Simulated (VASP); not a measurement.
# Si (P6_3/mmc) in VASP: settings compared, part 2 of 2

VASP 6.6.1. The steps go on from the part before.

**4. Single point, r2SCAN (19.55 Å³/atom)**

This run uses another cell than the first one, of 19.55 Å³/atom.

Input file POSCAR:

```
Si
1.0
    3.8013825479      0.0000000000      0.0000000000
   -1.9006912740      3.2920938560      0.0000000000
    0.0000000000      0.0000000000     12.4961503553
Si
8
Direct
    0.0000000000      0.0000000000      0.0005516776
    0.3333333333      0.6666666667      0.2496687367
    0.0000000000      0.0000000000      0.5005516776
    0.6666666667      0.3333333333      0.7496687367
    0.0000000000      0.0000000000      0.1869483224
    0.3333333333      0.6666666667      0.4378312633
    0.0000000000      0.0000000000      0.6869483224
    0.6666666667      0.3333333333      0.9378312633
```

Input file INCAR.step1:

```
SYSTEM = Si
PREC     = Accurate       ! precision mode
ENCUT    = 520            ! plane-wave cutoff, eV
ISMEAR   = 0              ! smearing method
SIGMA    = 0.01           ! smearing width, eV
LREAL    = .FALSE.        ! projectors in reciprocal space
LASPH    = .TRUE.         ! aspherical terms in the spheres
NELM     = 100            ! most SCF steps
NBANDS   = 26             ! bands
GGA      = PE             ! functional
ALGO     = Normal         ! electronic algorithm
EDIFF    = 1E-4           ! SCF threshold, eV
LWAVE    = .TRUE.         ! write WAVECAR
LCHARG   = .FALSE.        ! write CHGCAR
```

Input file INCAR.step2:

```
SYSTEM = Si
PREC     = Accurate       ! precision mode
ENCUT    = 520            ! plane-wave cutoff, eV
EDIFF    = 1E-6           ! SCF threshold, eV
ISMEAR   = 0              ! smearing method
SIGMA    = 0.01           ! smearing width, eV
LREAL    = .FALSE.        ! projectors in reciprocal space
LASPH    = .TRUE.         ! aspherical terms in the spheres
NELM     = 100            ! most SCF steps
ALGO     = Normal         ! electronic algorithm
ISIF     = 2              ! what is computed and relaxed
LWAVE    = .FALSE.        ! write WAVECAR
LCHARG   = .TRUE.         ! write CHGCAR
METAGGA  = R2SCAN         ! meta-GGA
LMIXTAU  = .TRUE.       
LELF     = .TRUE.         ! ELF
LVHAR    = .TRUE.       
NBANDS   = 26             ! bands
ISTART   = 1
```

Input file KPOINTS:

```
Automatic mesh
0
G
  6 6 2
  0 0 0
```

Started as:

```console
$ cat potpaw_PBE.64/Si/POTCAR > POTCAR
$ cp INCAR.step1 INCAR
$ mpirun -np 1 vasp_std > vasp.out
$ cp INCAR.step2 INCAR
$ mpirun -np 1 vasp_std > vasp.out
```

Wall time 84 s (1 thread of Intel Xeon 6975P-C (Granite Rapids), shared host); peak memory 0.28 GiB.

Results (log left out):

```yaml
Free_energy: -70.0796 eV
Pressure: 2.9 GPa
Largest_force: 0.005 eV/Å
Band_gap_on_the_k_mesh: 0.72 eV (least direct gap 1.72 eV)
```

Forces in eV/Å, atoms in the order of the input:
```
Si   0.000  0.000 -0.005
Si   0.000  0.000  0.002
Si   0.000  0.000 -0.005
Si   0.000  0.000  0.002
Si   0.000  0.000  0.005
Si   0.000  0.000 -0.002
Si   0.000  0.000  0.005
Si   0.000  0.000 -0.002
```

Stress tensor (GPa, compression positive):
```
3.03 0.00 0.00
0.00 3.03 0.00
0.00 0.00 2.79
```

Levels at points of the mesh, in eV from the valence-band top:
```tsv
k point	band 13	band 14	band 15	band 16	band 17	band 18	band 19	band 20
(0.00, 0.00, 0.00)	-0.82	-0.18	0.00	0.00	1.72	2.17	2.48	2.48
(0.50, 0.00, 0.00)	-2.49	-2.40	-1.85	-1.42	0.72	0.98	1.41	1.63
(0.00, 0.00, 0.50)	-0.33	-0.33	-0.33	-0.33	1.88	1.88	2.83	2.83
(0.50, 0.00, 0.50)	-2.65	-2.65	-1.81	-1.81	0.93	0.93	2.22	2.22
```

Caveat: the PAW data sets were made with another functional, which shifts forces and pressure a little.

**5. Single point, r2SCAN**

This run uses another cell than the first one, of 20.15 Å³/atom.

Edit POSCAR of step 4 so:

```diff
@@ -2,5 +2,5 @@
 1.0
-    3.8013825479      0.0000000000      0.0000000000
-   -1.9006912740      3.2920938560      0.0000000000
-    0.0000000000      0.0000000000     12.4961503553
+    3.8401748450      0.0000000000      0.0000000000
+   -1.9200874225      3.3256889707      0.0000000000
+    0.0000000000      0.0000000000     12.6236709012
 Si
```

Input file INCAR.step1:

```
SYSTEM = Si
ALGO = Normal ; EDIFF = 1E-4
ENCUT = 520 ; GGA = PE
ISMEAR = 0 ; LASPH = .TRUE.
LCHARG = .FALSE. ; LREAL = .FALSE.
LWAVE = .TRUE. ; NBANDS = 26
NELM = 100 ; PREC = Accurate
SIGMA = 0.01
```

Input file INCAR.step2:

```
SYSTEM = Si
ALGO = Normal ; EDIFF = 1E-7
ENCUT = 520 ; ISIF = 2
ISMEAR = 0 ; ISTART = 1
LASPH = .TRUE. ; LCHARG = .TRUE.
LELF = .TRUE. ; LMIXTAU = .TRUE.
LREAL = .FALSE. ; LVHAR = .TRUE.
LWAVE = .FALSE. ; METAGGA = R2SCAN
NBANDS = 26 ; NELM = 100
PREC = Accurate ; SIGMA = 0.01
```

Input file KPOINTS:

```
k-points
0
G
  6 6 2
  0 0 0
```

Potentials or basis: VASP PAW PBE potentials, release 64 (Si).

Started as:

```console
$ cat potpaw_PBE.64/Si/POTCAR > POTCAR
$ cp INCAR.step1 INCAR
$ mpirun -np 1 vasp_std > vasp.out
$ cp INCAR.step2 INCAR
$ mpirun -np 1 vasp_std > vasp.out
```

OUTCAR:

```text
SYSTEM = Si
   EDIFF = 1E-7
   ENCUT = 520
   ISIF = 2
   ISMEAR = 0
   ISTART = 1
   LASPH = .TRUE.
   LREAL = .FALSE.
   METAGGA = R2SCAN
   NELM = 100
   PREC = Accurate

 ion  position               nearest neighbor table
   1  0.000  0.000  0.001-   5 2.35   8 2.35   8 2.35   8 2.35
   2  0.333  0.667  0.250-   5 2.35   5 2.35   5 2.35   6 2.38
   3  0.000  0.000  0.501-   7 2.35   6 2.35   6 2.35   6 2.35
   4  0.667  0.333  0.750-   7 2.35   7 2.35   7 2.35   8 2.38
   5  0.000  0.000  0.187-   1 2.35   2 2.35   2 2.35   2 2.35
   6  0.333  0.667  0.438-   3 2.35   3 2.35   3 2.35   2 2.38
   7  0.000  0.000  0.687-   3 2.35   4 2.35   4 2.35   4 2.35
   8  0.667  0.333  0.938-   1 2.35   1 2.35   1 2.35   4 2.38

  LATTYP: Found a hexagonal cell.
 ALAT       =     3.8401748450
 C/A-ratio  =     3.2872646196

  Lattice vectors:

 A1 = (   3.8401748450,   0.0000000000,   0.0000000000)
 A2 = (  -1.9200874225,   3.3256889707,   0.0000000000)
 A3 = (   0.0000000000,   0.0000000000,  12.6236709012)

Analysis of symmetry for initial positions (statically):
=====================================================================
 Subroutine PRICEL returns:
 Original cell was already a primitive cell.

 Routine SETGRP: Setting up the symmetry group for a
 hexagonal supercell.

 Subroutine GETGRP returns: Found 24 space group operations
 (whereof  6 operations were pure point group operations)
 out of a pool of 24 trial point group operations.

The static configuration has the point symmetry C_3v.
 The point group associated with its full space group is D_6h.

Analysis of symmetry for dynamics (positions and initial velocities):
=====================================================================
 Subroutine PRICEL returns:
 Original cell was already a primitive cell.

 Routine SETGRP: Setting up the symmetry group for a
 hexagonal supercell.

 Subroutine GETGRP returns: Found 24 space group operations
 (whereof  6 operations were pure point group operations)
 out of a pool of 24 trial point group operations.

The dynamic configuration has the point symmetry C_3v.
 The point group associated with its full space group is D_6h.

 Subroutine INISYM returns: Found 24 space group operations
 (whereof  6 operations are pure point group operations),
 and found     1 'primitive' translations

----------------------------------------------------------------------------------------

                                     Primitive cell

  volume of cell :     161.2198

  direct lattice vectors                    reciprocal lattice vectors
     3.840174845  0.000000000  0.000000000     0.260404810  0.150344787  0.000000000
    -1.920087422  3.325688971  0.000000000     0.000000000  0.300689574  0.000000000
     0.000000000  0.000000000 12.623670901     0.000000000  0.000000000  0.079216260

  length of vectors
     3.840174845  3.840174845 12.623670901     0.300689574  0.300689574  0.079216260

  position of ions in fractional coordinates (direct lattice)
     0.000000000  0.000000000  0.000551678
     0.333333333  0.666666667  0.249668737
     0.000000000  0.000000000  0.500551678
     0.666666667  0.333333333  0.749668737
     0.000000000  0.000000000  0.186948322
[... 51 lines left out ...]
  0.166667  0.000000  0.500000      6.000000
  0.333333  0.000000  0.500000      6.000000
  0.500000  0.000000  0.500000      3.000000
  0.166667  0.166667  0.500000      6.000000
  0.333333  0.166667  0.500000     12.000000
  0.333333  0.333333  0.500000      2.000000
   k-points           NKPTS =     14   k-points in BZ     NKDIM =     14   number of bands    NBANDS=     26
   number of dos      NEDOS =    301   number of ions     NIONS =      8
   total plane-waves  NPLWV =  86400
   dimension x,y,z NGX =    30 NGY =   30 NGZ =   96
   dimension x,y,z NGXF=    60 NGYF=   60 NGZF=  192
   ions per type =               8
   NGX,Y,Z   is equivalent  to a cutoff of  12.99, 12.99, 12.64 a.u.
   NGXF,Y,Z  is equivalent  to a cutoff of  25.97, 25.97, 25.29 a.u.
 SYSTEM =  Si
   PREC   = accura    normal or accurate (medium, high low for compatibility)
   ISTART =      1    job   : 0-new  1-cont  2-samecut
   ICHARG =      0    charge: 1-file 2-atom 10-const
   ISPIN  =      1    spin polarized calculation?
   LNONCOLLINEAR =      F non collinear calculations
   LSORBIT =      F    spin-orbit coupling
   LASPH  =      T    aspherical Exc in radial PAW
   ENCUT  =  520.0 eV  38.22 Ry    6.18 a.u.   7.14  7.14 23.47*2*pi/ulx,y,z
   NELM   =    100;   NELMIN=  2; NELMDL=  0     # of ELM steps
   EDIFF  = 0.1E-06   stopping-criterion for ELM
   LREAL  =      F    real-space projection
   EDIFFG = 0.1E-05   stopping-criterion for IOM
   NSW    =      0    number of steps for IOM
   IBRION =     -1    ionic relax: 0-MD 1-quasi-New 2-CG
   NFREE  =      0    steps in history (QN), initial steepest desc. (CG)
   ISIF   =      2    stress and relaxation
   ISYM   =      2    0-nonsym 1-usesym 2-fastsym
   POTIM  = 0.5000    time-step for ionic-motion
   TEBEG  =    0.0;   TEEND  =   0.0 temperature during run
   PSTRESS=    0.0 pullay stress
   NELECT =      32.0000    total number of electrons
   NUPDOWN=      -1.0000    fix difference up-down
   EMIN   =  10.00;   EMAX   =-10.00  energy-range for DOS
   EFERMI =   0.00;   METHOD = LEGACY
   ISMEAR =     0;   SIGMA  =   0.01  broadening in eV -4-tet -1-fermi 0-gaus
   EFERMI_NEDOS =   21; number of points for ismear=-14 and -15
   IALGO  =     38    algorithm
   IMIX   =      4    mixing-type and parameters
     AMIX     =   0.40;   BMIX     =  1.00
     AMIX_MAG =   1.60;   BMIX_MAG =  1.00
  volume/ion in A,a.u.               =      20.15       136.00
  Fermi-wavevector in a.u.,A,eV,Ry     =   0.954960  1.804614 12.407826  0.911949
  Thomas-Fermi vector in A             =   2.083755
   LORBIT       =      0    0 simple, 1 ext, 2 COOP (PROOUT), +10 PAW based schemes
   METAGGA = R2SCAN    functional components
   LHFCALC =     F    Hartree Fock is set to
   AEXX    =    0.0000 exact exchange contribution
   IVDW    =     0    specifies the selected vdW correction
   LEPSILON=     F    determine dielectric tensor
   LRPA    =     F    only Hartree local field effects (RPA)
 non-spin polarized calculation
 Gauss-broadening in eV      SIGMA  =   0.01
  energy-cutoff  :      520.00
  volume of cell :      161.22
 maximum number of plane-waves:      4395
 NGX is ok and might be reduce to    30
   NGX = 15   NGY = 15   NGZ = 47

 number of electron      32.0000001 magnetization

 Free energy of the ion-electron system (eV)
  ---------------------------------------------------
  ext. energy  EPLUGINS =         0.00000000
  ---------------------------------------------------
  free energy    TOTEN  =       -70.12003232 eV

  energy without entropy =      -70.12003232  energy(sigma->0) =      -70.12003232

 E-fermi :   5.8777     XC(G=0):  -9.8259

 val. band max:        5.7959248824   @ k =   0.0000   0.0000   0.0000
 cond. band min:       6.5759835499   @ k =   0.5000   0.0000   0.0000
 fundamental gap:      0.7800586675
 Fermi energy:         5.8777029507

 k-point     1 :       0.0000    0.0000    0.0000
  band No.  band energies     occupation
      1      -6.8143      2.00000
      2      -5.9910      2.00000
      3      -5.9734      2.00000
      4      -4.3997      2.00000
      5      -1.5701      2.00000
      6       1.5653      2.00000
[... 395 lines left out ...]
     25      12.2399      0.00000
     26      12.2451      0.00000

------------------------ aborting loop because EDIFF is reached ----------------------------------------

  FORCE on cell =-STRESS in cart. coord.  units (eV):
  Direction    XX          YY          ZZ          XY          YZ          ZX
  --------------------------------------------------------------------------------------
  -------------------------------------------------------------------------------------
  Total       -0.1104719     -0.1104719     -0.3466894      0.0000000     -0.0000000      0.0000000
  in kB       -1.0978525     -1.0978525     -3.4453462      0.0000000     -0.0000000      0.0000000
  external PRESSURE =      -1.8803504 kB  Pullay stress =       0.0000000 kB

 VOLUME and BASIS-vectors are now :
 -----------------------------------------------------------------------------
  energy-cutoff  :      520.00
  volume of cell :      161.22
      direct lattice vectors                 reciprocal lattice vectors
     3.840174845  0.000000000  0.000000000     0.260404810  0.150344787  0.000000000
    -1.920087422  3.325688971  0.000000000     0.000000000  0.300689574  0.000000000
     0.000000000  0.000000000 12.623670901     0.000000000  0.000000000  0.079216260

 POSITION                                       TOTAL-FORCE (eV/Angst)
 -----------------------------------------------------------------------------------
      0.00000      0.00000      0.00696         0.000000     -0.000000     -0.007246
     -0.00000      2.21713      3.15174        -0.000000     -0.000000     -0.007253
      0.00000      0.00000      6.31880        -0.000000      0.000000     -0.007246
      1.92009      1.10856      9.46357         0.000000      0.000000     -0.007253
      0.00000      0.00000      2.35997        -0.000000      0.000000      0.007246
     -0.00000      2.21713      5.52704        -0.000000     -0.000000      0.007253
      0.00000      0.00000      8.67181         0.000000     -0.000000      0.007246
      1.92009      1.10856     11.83887         0.000000     -0.000000      0.007253
 -----------------------------------------------------------------------------------
    total drift:                                0.000000      0.000000     -0.000000

  FREE ENERGIE OF THE ION-ELECTRON SYSTEM (eV)
  ---------------------------------------------------
  free  energy   TOTEN  =       -70.1200323172 eV

  energy  without entropy=      -70.1200323172  energy(sigma->0) =      -70.12003232
```

Run time: 2.2 min. Hardware: 1 thread of Intel Xeon 6975P-C (Granite Rapids), shared host; peak memory 0.3 GiB.

Results:

```
Free energy            : -70.1200 eV
Pressure               : -0.2 GPa
Largest force          : 0.007 eV/Å
Band gap on the k mesh : 0.78 eV (least direct gap 1.62 eV)
```

Forces on the atoms (eV/Å):
```
Si   0.000  0.000 -0.007
Si   0.000  0.000 -0.007
Si   0.000  0.000 -0.007
Si   0.000  0.000 -0.007
Si   0.000  0.000  0.007
Si   0.000  0.000  0.007
Si   0.000  0.000  0.007
Si   0.000  0.000  0.007
```

Stress tensor (GPa, compression positive):
```
-0.11  0.00  0.00
 0.00 -0.11  0.00
 0.00  0.00 -0.34
```

Caveat: the PAW data sets were made with another functional, which shifts forces and pressure a little.

**6. Summary**

```csv
level,cell,gap on the mesh (eV),pressure (GPa),largest force (eV/Å)
PBE,"a = 3.935, b = 3.935, c = 12.925 Å, angles 90.0, 90.0, 120.0°, 8 atoms, atomic positions A",0.71,-4.6,0.02
r2SCAN,"a = 3.762, b = 3.762, c = 12.366 Å, angles 90.0, 90.0, 120.0°, 8 atoms, atomic positions B",0.65,6.6,0.01
r2SCAN,"a = 3.801, b = 3.801, c = 12.496 Å, angles 90.0, 90.0, 120.0°, 8 atoms, atomic positions B",0.72,2.9,-
r2SCAN,"a = 3.840, b = 3.840, c = 12.624 Å, angles 90.0, 90.0, 120.0°, 8 atoms, atomic positions B",0.78,-0.2,0.01
```

Alike in all rows: task single point; potentials or basis VASP PAW PBE potentials, release 64 (Si); no spin polarisation; k mesh 6 × 6 × 2; cutoff (eV) 520; smearing gaussian 0.01 eV.

Caveats: the PAW data sets were made with another functional, which shifts forces and pressure a little (at least some runs); the cell stands under tension (at least some runs); the cell stands under pressure (at least some runs).

Total energies depend on the potentials used, so only differences within one code and one set of settings carry meaning.
